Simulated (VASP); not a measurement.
# ZrS (Fm-3m) in VASP: single point with r2SCAN

Aim: the single point of ZrS with r2SCAN.

Program: VASP 6.6.1. These are calculated values, not measurements. Logs are shortened: lines on timing, memory, paths and dates and some standing lists are left out, and cuts for length are marked.

## (1) The cell of the first run

It takes space group Fm-3m (No. 225, cubic). The conventional cell has a = 5.250 Å, b = 5.250 Å, c = 5.250 Å, α = 90.00°, β = 90.00°, γ = 90.00°. Zr (site symmetry m-3m) has 6 S at 2.62 Å within 3.5 Å. Within 3.5 Å of S (site symmetry m-3m) lie 6 Zr at 2.62 Å.

## (2) Single point, r2SCAN

POSCAR reads:

```
ZrS
1.0
    0.0000000000      2.6250000000      2.6250000000
    2.6250000000      0.0000000000      2.6250000000
    2.6250000000      2.6250000000      0.0000000000
Zr S
1 1
Direct
    0.0000000000      0.0000000000      0.0000000000
    0.5000000000      0.5000000000      0.5000000000
```

INCAR.step1 reads:

```
SYSTEM = ZrS
ALGO     = Normal         ! electronic algorithm
EDIFF    = 1E-4           ! SCF threshold, eV
ENCUT    = 520            ! plane-wave cutoff, eV
GGA      = PE             ! functional
ISMEAR   = 0              ! smearing method
LASPH    = .True.         ! aspherical terms in the spheres
LCHARG   = .False.        ! write CHGCAR
LREAL    = .False.        ! projectors in reciprocal space
LWAVE    = .True.         ! write WAVECAR
NBANDS   = 16             ! bands
NELM     = 100            ! most SCF steps
PREC     = Accurate       ! precision mode
SIGMA    = 0.15           ! smearing width, eV
```

INCAR.step2 reads:

```
SYSTEM = ZrS
ALGO     = Normal         ! electronic algorithm
EDIFF    = 1E-6           ! SCF threshold, eV
ENCUT    = 520            ! plane-wave cutoff, eV
ISIF     = 2              ! what is computed and relaxed
ISMEAR   = 0              ! smearing method
ISTART   = 1            
LASPH    = .True.         ! aspherical terms in the spheres
LCHARG   = .True.         ! write CHGCAR
LELF     = .True.         ! ELF
LMIXTAU  = .True.       
LREAL    = .False.        ! projectors in reciprocal space
LVHAR    = .True.       
LWAVE    = .False.        ! write WAVECAR
METAGGA  = R2SCAN         ! meta-GGA
NBANDS   = 16             ! bands
NELM     = 100            ! most SCF steps
PREC     = Accurate       ! precision mode
SIGMA    = 0.15           ! smearing width, eV
```

KPOINTS reads:

```
k-points
0
Gamma
  18 18 18
  0 0 0
```

Potentials or basis: VASP PAW PBE potentials, release 64 (Zr_sv, S).

On the command line:

```
cat potpaw_PBE.64/Zr_sv/POTCAR potpaw_PBE.64/S/POTCAR > POTCAR
cp INCAR.step1 INCAR
mpirun -np 1 vasp_std > vasp.out
cp INCAR.step2 INCAR
mpirun -np 1 vasp_std > vasp.out
```

OUTCAR:

```text
SYSTEM = ZrS
   EDIFF = 1E-6
   ENCUT = 520
   ISIF = 2
   ISMEAR = 0
   ISTART = 1
   LASPH = .True.
   LREAL = .False.
   METAGGA = R2SCAN
   NELM = 100
   PREC = Accurate

 ion  position               nearest neighbor table
   1  0.000  0.000  0.000-   2 2.62   2 2.62   2 2.62   2 2.62   2 2.62   2 2.62
   2  0.500  0.500  0.500-   1 2.62   1 2.62   1 2.62   1 2.62   1 2.62   1 2.62

  LATTYP: Found a face centered cubic cell.
 ALAT       =     5.2500000000

  Lattice vectors:

 A1 = (   0.0000000000,   2.6250000000,   2.6250000000)
 A2 = (   2.6250000000,   0.0000000000,   2.6250000000)
 A3 = (   2.6250000000,   2.6250000000,   0.0000000000)

Analysis of symmetry for initial positions (statically):
=====================================================================
 Subroutine PRICEL returns:
 Original cell was already a primitive cell.

 Routine SETGRP: Setting up the symmetry group for a
 face centered cubic supercell.

 Subroutine GETGRP returns: Found 48 space group operations
 (whereof 48 operations were pure point group operations)
 out of a pool of 48 trial point group operations.

The static configuration has the point symmetry O_h .

Analysis of symmetry for dynamics (positions and initial velocities):
=====================================================================
 Subroutine PRICEL returns:
 Original cell was already a primitive cell.

 Routine SETGRP: Setting up the symmetry group for a
 face centered cubic supercell.

 Subroutine GETGRP returns: Found 48 space group operations
 (whereof 48 operations were pure point group operations)
 out of a pool of 48 trial point group operations.

The dynamic configuration has the point symmetry O_h .

 Subroutine INISYM returns: Found 48 space group operations
 (whereof 48 operations are pure point group operations),
 and found     1 'primitive' translations

----------------------------------------------------------------------------------------

                                     Primitive cell

  volume of cell :      36.1758

  direct lattice vectors                    reciprocal lattice vectors
     0.000000000  2.625000000  2.625000000    -0.190476190  0.190476190  0.190476190
     2.625000000  0.000000000  2.625000000     0.190476190 -0.190476190  0.190476190
     2.625000000  2.625000000  0.000000000     0.190476190  0.190476190 -0.190476190

  length of vectors
     3.712310601  3.712310601  3.712310601     0.329914440  0.329914440  0.329914440

  position of ions in fractional coordinates (direct lattice)
     0.000000000  0.000000000  0.000000000
     0.500000000  0.500000000  0.500000000

  ion indices of the primitive-cell ions
   primitive index   ion index
                 1           1
                 2           2

----------------------------------------------------------------------------------------

 KPOINTS: k-points

Automatic generation of k-mesh.
 Grid dimensions read from file:
 generate k-points for:   18   18   18

 Generating k-lattice:

  Cartesian coordinates                     Fractional coordinates (reciprocal lattice)
    -0.010582011  0.010582011  0.010582011     0.055555556  0.000000000  0.000000000
     0.010582011 -0.010582011  0.010582011     0.000000000  0.055555556  0.000000000
     0.010582011  0.010582011 -0.010582011     0.000000000  0.000000000  0.055555556

  Length of vectors
     0.018328580  0.018328580  0.018328580

  Shift w.r.t. Gamma in fractional coordinates (k-lattice)
     0.000000000  0.000000000  0.000000000

 Subroutine IBZKPT returns following result:
 ===========================================

 Found    195 irreducible k-points:

 Following reciprocal coordinates:
            Coordinates               Weight
  0.000000  0.000000  0.000000      1.000000
  0.055556  0.000000  0.000000      8.000000
  0.111111  0.000000  0.000000      8.000000
  0.166667  0.000000  0.000000      8.000000
  0.222222  0.000000  0.000000      8.000000
  0.277778  0.000000  0.000000      8.000000
[... 16 lines left out ...]
 -0.277778  0.055556  0.000000     24.000000
 -0.222222  0.055556  0.000000     24.000000
 [... further k-points ...]
   k-points           NKPTS =    195   k-points in BZ     NKDIM =    195   number of bands    NBANDS=     16
   number of dos      NEDOS =    301   number of ions     NIONS =      2
   total plane-waves  NPLWV =  21952
   dimension x,y,z NGX =    28 NGY =   28 NGZ =   28
   dimension x,y,z NGXF=    56 NGYF=   56 NGZF=   56
   ions per type =               1   1
   NGX,Y,Z   is equivalent  to a cutoff of  12.54, 12.54, 12.54 a.u.
   NGXF,Y,Z  is equivalent  to a cutoff of  25.08, 25.08, 25.08 a.u.
 SYSTEM =  ZrS
   PREC   = accura    normal or accurate (medium, high low for compatibility)
   ISTART =      1    job   : 0-new  1-cont  2-samecut
   ICHARG =      0    charge: 1-file 2-atom 10-const
   ISPIN  =      1    spin polarized calculation?
   LNONCOLLINEAR =      F non collinear calculations
   LSORBIT =      F    spin-orbit coupling
   LASPH  =      T    aspherical Exc in radial PAW
   ENCUT  =  520.0 eV  38.22 Ry    6.18 a.u.   6.90  6.90  6.90*2*pi/ulx,y,z
   NELM   =    100;   NELMIN=  2; NELMDL=  0     # of ELM steps
   EDIFF  = 0.1E-05   stopping-criterion for ELM
   LREAL  =      F    real-space projection
   EDIFFG = 0.1E-04   stopping-criterion for IOM
   NSW    =      0    number of steps for IOM
   IBRION =     -1    ionic relax: 0-MD 1-quasi-New 2-CG
   NFREE  =      0    steps in history (QN), initial steepest desc. (CG)
   ISIF   =      2    stress and relaxation
   ISYM   =      2    0-nonsym 1-usesym 2-fastsym
   POTIM  = 0.5000    time-step for ionic-motion
   TEBEG  =    0.0;   TEEND  =   0.0 temperature during run
   PSTRESS=    0.0 pullay stress
   NELECT =      18.0000    total number of electrons
   NUPDOWN=      -1.0000    fix difference up-down
   EMIN   =  10.00;   EMAX   =-10.00  energy-range for DOS
   EFERMI =   0.00;   METHOD = LEGACY
   ISMEAR =     0;   SIGMA  =   0.15  broadening in eV -4-tet -1-fermi 0-gaus
   EFERMI_NEDOS =   21; number of points for ismear=-14 and -15
   IALGO  =     38    algorithm
   IMIX   =      4    mixing-type and parameters
     AMIX     =   0.40;   BMIX     =  1.00
     AMIX_MAG =   1.60;   BMIX_MAG =  1.00
  volume/ion in A,a.u.               =      18.09       122.06
  Fermi-wavevector in a.u.,A,eV,Ry     =   1.297258  2.451462 22.896950  1.682878
  Thomas-Fermi vector in A             =   2.428662
   LORBIT       =      0    0 simple, 1 ext, 2 COOP (PROOUT), +10 PAW based schemes
   METAGGA = R2SCAN    functional components
   LHFCALC =     F    Hartree Fock is set to
   AEXX    =    0.0000 exact exchange contribution
   IVDW    =     0    specifies the selected vdW correction
   LEPSILON=     F    determine dielectric tensor
   LRPA    =     F    only Hartree local field effects (RPA)
 non-spin polarized calculation
 Gauss-broadening in eV      SIGMA  =   0.15
  energy-cutoff  :      520.00
  volume of cell :       36.18
 maximum number of plane-waves:       990
   NGX = 13   NGY = 13   NGZ = 13

 number of electron      18.0000000 magnetization

 Free energy of the ion-electron system (eV)
  ---------------------------------------------------
  ext. energy  EPLUGINS =         0.00000000
  ---------------------------------------------------
  free energy    TOTEN  =       -33.88875744 eV

  energy without entropy =      -33.87365252  energy(sigma->0) =      -33.88120498

 E-fermi :  10.9380     XC(G=0): -11.9630

 val. band max:       10.9254880228   @ k =   0.2778   0.2222   0.0000
 cond. band min:      10.9457881676   @ k =  -0.2778   0.4444   0.2222
 fundamental gap:      0.0203001448
 Fermi energy:        10.9380283399

 k-point     1 :       0.0000    0.0000    0.0000
  band No.  band energies     occupation
      1     -40.9396      2.00000
      2     -18.2202      2.00000
      3     -18.2202      2.00000
      4     -18.2202      2.00000
      5      -5.8618      2.00000
      6       6.9488      2.00000
[... 8 lines left out ...]
     15      18.6381      0.00000
     16      23.4242      0.00000

 k-point     2 :       0.0556    0.0000    0.0000
  band No.  band energies     occupation
      1     -40.9388      2.00000
      2     -18.2316      2.00000
      3     -18.2211      2.00000
      4     -18.2211      2.00000
      5      -5.8215      2.00000
      6       6.7094      2.00000
[... 8 lines left out ...]
     15      18.7682      0.00000
     16      23.1671      0.00000

 k-point     3 :       0.1111    0.0000    0.0000
  band No.  band energies     occupation
      1     -40.9364      2.00000
      2     -18.2640      2.00000
      3     -18.2238      2.00000
      4     -18.2238      2.00000
      5      -5.7036      2.00000
      6       6.1285      2.00000
[... 8 lines left out ...]
     15      19.1062      0.00000
     16      22.5800      0.00000

 k-point     4 :       0.1667    0.0000    0.0000
  band No.  band energies     occupation
      1     -40.9328      2.00000
      2     -18.3131      2.00000
      3     -18.2278      2.00000
      4     -18.2278      2.00000
      5      -5.5180      2.00000
      6       5.4055      2.00000
[... 8 lines left out ...]
     15      19.4316      0.00000
     16      22.1212      0.00000

 k-point     5 :       0.2222    0.0000    0.0000
  band No.  band energies     occupation
      1     -40.9283      2.00000
      2     -18.3724      2.00000
      3     -18.2328      2.00000
      4     -18.2328      2.00000
      5      -5.2802      2.00000
      6       4.6583      2.00000
[... 8 lines left out ...]
     15      19.4005      0.00000
     16      21.1716      0.00000

 k-point     6 :       0.2778    0.0000    0.0000
  band No.  band energies     occupation
      1     -40.9236      2.00000
      2     -18.4346      2.00000
      3     -18.2380      2.00000
      4     -18.2380      2.00000
      5      -5.0123      2.00000
      6       3.9539      2.00000
[... 8 lines left out ...]
     15      19.3366      0.00000
     16      20.1478      0.00000
[... 267 lines left out ...]
 k-point    21 :      -0.3889    0.0556    0.0000
  band No.  band energies     occupation
      1     -40.9141      2.00000
      2     -18.5463      2.00000
      3     -18.2578      2.00000
      4     -18.2465      2.00000
      5      -4.4514      2.00000
      6       2.7643      2.00000
[... 8 lines left out ...]
     15      17.9302      0.00000
     16      18.0456      0.00000

 k-point    22 :      -0.3333    0.0556    0.0000
  band No.  band energies     occupation
      1     -40.9174      2.00000
      2     -18.5063      2.00000
      3     -18.2555      2.00000
      4     -18.2414      2.00000
      5      -4.6585      2.00000
      6       3.1700      2.00000
[... 8 lines left out ...]
     15      18.7178      0.00000
     16      18.9397      0.00000

 k-point    23 :      -0.2778    0.0556    0.0000
  band No.  band energies     occupation
      1     -40.9216      2.00000
      2     -18.4534      2.00000
      3     -18.2514      2.00000
      4     -18.2357      2.00000
      5      -4.9114      2.00000
      6       3.7111      2.00000
[... 8 lines left out ...]
     15      19.4597      0.00000
     16      19.5311      0.00000

 k-point    24 :      -0.2222    0.0556    0.0000
  band No.  band energies     occupation
      1     -40.9262      2.00000
      2     -18.3939      2.00000
      3     -18.2460      2.00000
      4     -18.2302      2.00000
      5      -5.1745      2.00000
      6       4.3457      2.00000
[... 8 lines left out ...]
     15      19.3787      0.00000
     16      20.3509      0.00000

 [... further k-points ...]
[... 5 lines left out ...]
  --------------------------------------------------------------------------------------
  -------------------------------------------------------------------------------------
  Total       -0.4473163     -0.4473163     -0.4473163     -0.0000000      0.0000000      0.0000000
  in kB      -19.8110440    -19.8110440    -19.8110440     -0.0000000      0.0000000      0.0000000
  external PRESSURE =     -19.8110440 kB  Pullay stress =       0.0000000 kB

 VOLUME and BASIS-vectors are now :
 -----------------------------------------------------------------------------
  energy-cutoff  :      520.00
  volume of cell :       36.18
      direct lattice vectors                 reciprocal lattice vectors
     0.000000000  2.625000000  2.625000000    -0.190476190  0.190476190  0.190476190
     2.625000000  0.000000000  2.625000000     0.190476190 -0.190476190  0.190476190
     2.625000000  2.625000000  0.000000000     0.190476190  0.190476190 -0.190476190

 POSITION                                       TOTAL-FORCE (eV/Angst)
 -----------------------------------------------------------------------------------
      0.00000      0.00000      0.00000         0.000000     -0.000000     -0.000000
      2.62500      2.62500      2.62500         0.000000      0.000000      0.000000
 -----------------------------------------------------------------------------------
    total drift:                                0.000000      0.000000      0.000000

  FREE ENERGIE OF THE ION-ELECTRON SYSTEM (eV)
  ---------------------------------------------------
  free  energy   TOTEN  =       -33.8887574441 eV

  energy  without entropy=      -33.8736525154  energy(sigma->0) =      -33.88120498
```

Run time: 7.6 min. Hardware: 1 thread of Intel Xeon 8259CL, shared host; peak memory 0.25 GiB.

Results:

| Property | Result |
| --- | --- |
| Free energy | -33.8888 eV |
| Pressure | -2.0 GPa |
| Band gap on the k mesh | zero (bands 9 and 10 overlap by 2.91 eV) |

Caveat: the PAW data sets were made with another functional, which shifts forces and pressure a little.
